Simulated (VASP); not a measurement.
# BN in VASP: a series of runs, part 3 of 3

VASP 6.6.1.

### Step 4. Electric field gradients, PBE (zz strain of +2 %)

INCAR

```
ALGO = Normal
EDIFF = 1E-8
ENCUT = 520
GGA = PE
ISIF = 2
ISMEAR = -1
LASPH = True
LCHARG = False
LEFG = True
LREAL = False
LWAVE = False
NBANDS = 11
NELM = 60
PREC = Accurate
SIGMA = 0.03
```

KPOINTS

```
k-points
0
Gamma
  13 13 13
```

POSCAR

```
BN
1.0
    0.0000000000      1.8075000000      1.8436500000
    1.8075000000      0.0000000000      1.8436500000
    1.8075000000      1.8075000000      0.0000000000
B N
1 1
Direct
    0.0000000000      0.0000000000      0.0000000000
    0.7500000000      0.7500000000      0.7500000000
```

Potentials or basis: VASP PAW PBE potentials, release 64 (B, N).

The run is started by

```sh
$ cat potpaw_PBE.64/B/POTCAR potpaw_PBE.64/N/POTCAR > POTCAR
$ mpirun -np 1 vasp_std > vasp.out
```

OUTCAR:

```text
EDIFF = 1E-8
   ENCUT = 520
   GGA = PE
   ISIF = 2
   ISMEAR = -1
   LASPH = True
   LREAL = False
   NELM = 60
   PREC = Accurate

 ion  position               nearest neighbor table
   1  0.000  0.000  0.000-   2 1.58   2 1.58   2 1.58   2 1.58
   2  0.750  0.750  0.750-   1 1.58   1 1.58   1 1.58   1 1.58

  LATTYP: Found a body centered tetragonal cell.
 ALAT       =     2.5561910140
 C/A-ratio  =     1.4424978336

  Lattice vectors:

 A1 = (  -1.8075000000,   0.0000000000,   1.8436500000)
 A2 = (   1.8075000000,   0.0000000000,   1.8436500000)
 A3 = (   0.0000000000,   1.8075000000,  -1.8436500000)

Analysis of symmetry for initial positions (statically):
=====================================================================
 Subroutine PRICEL returns:
 Original cell was already a primitive cell.

 Routine SETGRP: Setting up the symmetry group for a
 body centered tetragonal supercell.

 Subroutine GETGRP returns: Found  8 space group operations
 (whereof  8 operations were pure point group operations)
 out of a pool of 16 trial point group operations.

The static configuration has the point symmetry D_2d.

Analysis of symmetry for dynamics (positions and initial velocities):
=====================================================================
 Subroutine PRICEL returns:
 Original cell was already a primitive cell.

 Routine SETGRP: Setting up the symmetry group for a
 body centered tetragonal supercell.

 Subroutine GETGRP returns: Found  8 space group operations
 (whereof  8 operations were pure point group operations)
 out of a pool of 16 trial point group operations.

The dynamic configuration has the point symmetry D_2d.

 Subroutine INISYM returns: Found  8 space group operations
 (whereof  8 operations are pure point group operations),
 and found     1 'primitive' translations

----------------------------------------------------------------------------------------

                                     Primitive cell

  volume of cell :      12.0466

  direct lattice vectors                    reciprocal lattice vectors
     0.000000000  1.807500000  1.843650000    -0.276625173  0.276625173  0.271201150
     1.807500000  0.000000000  1.843650000     0.276625173 -0.276625173  0.271201150
     1.807500000  1.807500000  0.000000000     0.276625173  0.276625173 -0.271201150

  length of vectors
     2.581879465  2.581879465  2.556191014     0.476017895  0.476017895  0.476017895

  position of ions in fractional coordinates (direct lattice)
     0.000000000  0.000000000  0.000000000
     0.750000000  0.750000000  0.750000000

  ion indices of the primitive-cell ions
   primitive index   ion index
                 1           1
                 2           2

----------------------------------------------------------------------------------------

 KPOINTS: k-points

Automatic generation of k-mesh.
 Grid dimensions read from file:
 generate k-points for:   13   13   13

 Generating k-lattice:
[... 72 lines left out ...]
   PSTRESS=    0.0 pullay stress
   NELECT =       8.0000    total number of electrons
   NUPDOWN=      -1.0000    fix difference up-down
   EMIN   =  10.00;   EMAX   =-10.00  energy-range for DOS
   EFERMI =   0.00;   METHOD = LEGACY
   ISMEAR =    -1;   SIGMA  =   0.03  broadening in eV -4-tet -1-fermi 0-gaus
   EFERMI_NEDOS =   21; number of points for ismear=-14 and -15
   IALGO  =     38    algorithm
   IMIX   =      4    mixing-type and parameters
     AMIX     =   0.40;   BMIX     =  1.00
     AMIX_MAG =   1.60;   BMIX_MAG =  1.00
  volume/ion in A,a.u.               =       6.02        40.65
  Fermi-wavevector in a.u.,A,eV,Ry     =   1.428290  2.699077 27.756062  2.040013
  Thomas-Fermi vector in A             =   2.548368
   LORBIT       =      0    0 simple, 1 ext, 2 COOP (PROOUT), +10 PAW based schemes
   GGA     = PE    functional components
   LHFCALC =     F    Hartree Fock is set to
   AEXX    =    0.0000 exact exchange contribution
   IVDW    =     0    specifies the selected vdW correction
   LEPSILON=     F    determine dielectric tensor
   LRPA    =     F    only Hartree local field effects (RPA)
 non-spin polarized calculation
  energy-cutoff  :      520.00
  volume of cell :       12.05
 maximum number of plane-waves:       335
   NGX =  9   NGY =  9   NGZ =  9

 number of electron       8.0000000 magnetization

 Free energy of the ion-electron system (eV)
  ---------------------------------------------------
  ext. energy  EPLUGINS =         0.00000000
  ---------------------------------------------------
  free energy    TOTEN  =       -17.44349276 eV

  energy without entropy =      -17.44349276  energy(sigma->0) =      -17.44349276

 E-fermi :   7.8508     XC(G=0): -12.7250

 val. band max:        7.2282331924   @ k =   0.0000   0.0000   0.0000
 cond. band min:      11.5655814406   @ k =   0.4615   0.0000   0.4615
 fundamental gap:      4.3373482482
 Fermi energy:         7.8507841103

 k-point     1 :       0.0000    0.0000    0.0000
  band No.  band energies     occupation
      1     -12.8454      2.00000
      2       7.0288      2.00000
      3       7.2282      2.00000
      4       7.2282      2.00000
      5      15.8440      0.00000
      6      15.8440      0.00000
      7      15.9843      0.00000
      8      17.1877      0.00000
      9      31.5461      0.00000
     10      34.1326      0.00000
     11      34.6315      0.00000
[... 309 lines left out ...]
 k-point    24 :       0.4615    0.1538    0.0000
  band No.  band energies     occupation
      1      -8.9894      2.00000
      2      -1.9203      2.00000
      3       3.7782      2.00000
      4       4.5455      2.00000
      5      16.1497      0.00000
      6      18.8684      0.00000
      7      19.5984      0.00000
      8      21.7600      0.00000
      9      27.7751      0.00000
     10      32.8661      0.00000
     11      34.9237      0.00000

 [... further k-points ...]
[... 5 lines left out ...]
  --------------------------------------------------------------------------------------
  -------------------------------------------------------------------------------------
  Total        0.0011340      0.0011340     -0.9229288      0.0000000     -0.0000000      0.0000000
  in kB        0.1508190      0.1508190   -122.7477961      0.0000000     -0.0000000      0.0000000
  external PRESSURE =     -40.8153860 kB  Pullay stress =       0.0000000 kB

 VOLUME and BASIS-vectors are now :
 -----------------------------------------------------------------------------
  energy-cutoff  :      520.00
  volume of cell :       12.05
      direct lattice vectors                 reciprocal lattice vectors
     0.000000000  1.807500000  1.843650000    -0.276625173  0.276625173  0.271201150
     1.807500000  0.000000000  1.843650000     0.276625173 -0.276625173  0.271201150
     1.807500000  1.807500000  0.000000000     0.276625173  0.276625173 -0.271201150

 POSITION                                       TOTAL-FORCE (eV/Angst)
 -----------------------------------------------------------------------------------
      0.00000      0.00000      0.00000         0.000000      0.000000     -0.000000
      2.71125      2.71125      2.76547        -0.000000     -0.000000      0.000000
 -----------------------------------------------------------------------------------
    total drift:                                0.000000      0.000000     -0.000001

  FREE ENERGIE OF THE ION-ELECTRON SYSTEM (eV)
  ---------------------------------------------------
  free  energy   TOTEN  =       -17.4434927617 eV

  energy  without entropy=      -17.4434927617  energy(sigma->0) =      -17.44349276

 Electric field gradients (V/A^2)
---------------------------------------------------------------------
 ion       V_xx      V_yy      V_zz      V_xy      V_xz      V_yz
---------------------------------------------------------------------
   1       0.353     0.353    -0.706    -0.000    -0.000    -0.000
   2      -1.651    -1.651     3.301    -0.000     0.000     0.000
---------------------------------------------------------------------

 Electric field gradients after diagonalization (V/A^2)
 (convention: |V_zz| > |V_xx| > |V_yy|)
----------------------------------------------------------------------
 ion       V_xx      V_yy      V_zz     asymmetry (V_yy - V_xx)/ V_zz
----------------------------------------------------------------------
   1       0.353     0.353    -0.706       0.000
   2      -1.651    -1.651     3.301       0.000
----------------------------------------------------------------------

           NMR quadrupolar parameters

 Cq : quadrupolar parameter    Cq=e*Q*V_zz/h
 eta: asymmetry parameters     (V_yy - V_xx)/ V_zz
 Q  : nuclear electric quadrupole moment in mb (millibarn)
----------------------------------------------------------------------
 ion       Cq(MHz)       eta       Q (mb)
----------------------------------------------------------------------
   1      -0.002       0.000       1.000
   2       0.008       0.000       1.000
----------------------------------------------------------------------
```

stdout:

```text
POSCAR found type information on POSCAR B N
 POSCAR found :  2 types and       2 ions
 scaLAPACK will be used
 LDA part: xc-table for (Slater+PW92), standard interpolation
 POSCAR, INCAR and KPOINTS ok, starting setup
 FFT: planning ... GRIDC
 FFT: planning ... GRID_SOFT
 FFT: planning ... GRID
 WAVECAR not read
 entering main loop
ion   1

ion   2
```

It took 16 s on 1 thread of Intel Xeon 6975P-C, shared host; peak memory 0.13 GiB.

Results:

| Quantity | Value |
| --- | --- |
| Free energy | -17.4435 eV |
| Pressure | -4.1 GPa |
| Band gap on the k mesh | 4.34 eV, indirect (least direct gap 8.62 eV) |

Electric field gradients, principal values (V/Å²):
```csv
atom,least,middle,greatest (by size)
1 B,0.353,0.353,-0.706
2 N,-1.651,-1.651,3.301
```

Caveat: the cell differs from its parent crystal (zz strain of +2 %); without QUAD_EFG the Cq values of the log hold for a quadrupole moment of 1 mb, not for the nuclei. A k mesh can miss the band edges.

### Step 5. Electric field gradients, PBE (zz strain of +2 %)

INCAR

```
SYSTEM = BN
  PREC = Accurate
  ENCUT = 520
  EDIFF = 1E-8
  ISMEAR = -1
  SIGMA = 0.03
  LREAL = .False.
  LASPH = .True.
  NELM = 100
  ALGO = Normal
  ISIF = 2
  LWAVE = .False.
  LCHARG = .False.
  GGA = PE
  LEFG = .True.
  NBANDS = 11
```

KPOINTS

```
regular mesh
0
Gamma
  13 13 13
  0 0 0
```

POSCAR is that of step 4.

Potentials or basis: VASP PAW PBE potentials, release 64 (B, N).

The run is started by

```sh
$ cat potpaw_PBE.64/B/POTCAR potpaw_PBE.64/N/POTCAR > POTCAR
$ mpirun -np 1 vasp_std > vasp.out
```

OUTCAR:

```text
SYSTEM = BN
   PREC = Accurate
   ENCUT = 520
   EDIFF = 1E-8
   ISMEAR = -1
   LREAL = .False.
   LASPH = .True.
   NELM = 100
   ISIF = 2
   GGA = PE

 ion  position               nearest neighbor table
   1  0.000  0.000  0.000-   2 1.58   2 1.58   2 1.58   2 1.58
   2  0.750  0.750  0.750-   1 1.58   1 1.58   1 1.58   1 1.58

  LATTYP: Found a body centered tetragonal cell.
 ALAT       =     2.5561910140
 C/A-ratio  =     1.4424978336

  Lattice vectors:

 A1 = (  -1.8075000000,   0.0000000000,   1.8436500000)
 A2 = (   1.8075000000,   0.0000000000,   1.8436500000)
 A3 = (   0.0000000000,   1.8075000000,  -1.8436500000)

Analysis of symmetry for initial positions (statically):
=====================================================================
 Subroutine PRICEL returns:
 Original cell was already a primitive cell.

 Routine SETGRP: Setting up the symmetry group for a
 body centered tetragonal supercell.

 Subroutine GETGRP returns: Found  8 space group operations
 (whereof  8 operations were pure point group operations)
 out of a pool of 16 trial point group operations.

The static configuration has the point symmetry D_2d.

Analysis of symmetry for dynamics (positions and initial velocities):
=====================================================================
 Subroutine PRICEL returns:
 Original cell was already a primitive cell.

 Routine SETGRP: Setting up the symmetry group for a
 body centered tetragonal supercell.

 Subroutine GETGRP returns: Found  8 space group operations
 (whereof  8 operations were pure point group operations)
 out of a pool of 16 trial point group operations.

The dynamic configuration has the point symmetry D_2d.

[... 162 lines left out ...]
      9      31.5461      0.00000
     10      34.1326      0.00000
     11      34.6315      0.00000
[... 309 lines left out ...]
 k-point    24 :       0.4615    0.1538    0.0000
  band No.  band energies     occupation
      1      -8.9894      2.00000
      2      -1.9203      2.00000
      3       3.7782      2.00000
      4       4.5455      2.00000
      5      16.1497      0.00000
      6      18.8684      0.00000
      7      19.5984      0.00000
      8      21.7600      0.00000
      9      27.7751      0.00000
     10      32.8661      0.00000
     11      34.9237      0.00000

 [... further k-points ...]
[... 5 lines left out ...]
  --------------------------------------------------------------------------------------
  -------------------------------------------------------------------------------------
  Total        0.0011340      0.0011340     -0.9229288      0.0000000     -0.0000000      0.0000000
  in kB        0.1508190      0.1508190   -122.7477961      0.0000000     -0.0000000      0.0000000
  external PRESSURE =     -40.8153860 kB  Pullay stress =       0.0000000 kB

 VOLUME and BASIS-vectors are now :
 -----------------------------------------------------------------------------
  energy-cutoff  :      520.00
  volume of cell :       12.05
      direct lattice vectors                 reciprocal lattice vectors
     0.000000000  1.807500000  1.843650000    -0.276625173  0.276625173  0.271201150
     1.807500000  0.000000000  1.843650000     0.276625173 -0.276625173  0.271201150
     1.807500000  1.807500000  0.000000000     0.276625173  0.276625173 -0.271201150

 POSITION                                       TOTAL-FORCE (eV/Angst)
 -----------------------------------------------------------------------------------
      0.00000      0.00000      0.00000         0.000000      0.000000     -0.000000
      2.71125      2.71125      2.76547        -0.000000     -0.000000      0.000000
 -----------------------------------------------------------------------------------
    total drift:                                0.000000      0.000000     -0.000001

  FREE ENERGIE OF THE ION-ELECTRON SYSTEM (eV)
  ---------------------------------------------------
  free  energy   TOTEN  =       -17.4434927617 eV

  energy  without entropy=      -17.4434927617  energy(sigma->0) =      -17.44349276

 Electric field gradients (V/A^2)
---------------------------------------------------------------------
 ion       V_xx      V_yy      V_zz      V_xy      V_xz      V_yz
---------------------------------------------------------------------
   1       0.353     0.353    -0.706    -0.000    -0.000    -0.000
   2      -1.651    -1.651     3.301    -0.000     0.000     0.000
---------------------------------------------------------------------

 Electric field gradients after diagonalization (V/A^2)
 (convention: |V_zz| > |V_xx| > |V_yy|)
----------------------------------------------------------------------
 ion       V_xx      V_yy      V_zz     asymmetry (V_yy - V_xx)/ V_zz
----------------------------------------------------------------------
   1       0.353     0.353    -0.706       0.000
   2      -1.651    -1.651     3.301       0.000
----------------------------------------------------------------------

           NMR quadrupolar parameters

 Cq : quadrupolar parameter    Cq=e*Q*V_zz/h
 eta: asymmetry parameters     (V_yy - V_xx)/ V_zz
 Q  : nuclear electric quadrupole moment in mb (millibarn)
----------------------------------------------------------------------
 ion       Cq(MHz)       eta       Q (mb)
----------------------------------------------------------------------
   1      -0.002       0.000       1.000
   2       0.008       0.000       1.000
----------------------------------------------------------------------
```

Wall time 18 s (1 thread of Intel Xeon 6975P-C, shared host); peak memory 0.14 GiB.

Results:

| Item | Value |
| --- | --- |
| Free energy | -17.4435 eV |
| Pressure | -4.1 GPa |
| Band gap on the k mesh | 4.34 eV, indirect (least direct gap 8.62 eV) |

Electric field gradients, principal values (V/Å²):
```csv
atom,least,middle,greatest (by size)
1 B,0.353,0.353,-0.706
2 N,-1.651,-1.651,3.301
```

Caveat: the cell differs from its parent crystal (zz strain of +2 %); without QUAD_EFG the Cq values of the log hold for a quadrupole moment of 1 mb, not for the nuclei. A k mesh can miss the band edges.

### Step 6. The runs side by side

| cell | gap on the mesh (eV) | pressure (GPa) |
| --- | --- | --- |
| a = 2.504 Å, angles 60.0°, 2 atoms | 4.60 | 30.0 |
| a = 2.543, b = 2.543, c = 2.556 Å, angles 59.8, 59.8, 60.3°, 2 atoms | 4.37 | 7.2 |
| a = 2.582, b = 2.582, c = 2.556 Å, angles 60.3, 60.3, 59.3°, 2 atoms | 4.34 | -4.1 |

Alike in all rows: task electric field gradients; level PBE; potentials or basis VASP PAW PBE potentials, release 64 (B, N); no spin polarisation; k mesh 13 × 13 × 13; cutoff (eV) 520; smearing fermi-dirac 0.03 eV.

Total energies depend on the potentials used, so only differences within one code and one set of settings carry meaning.
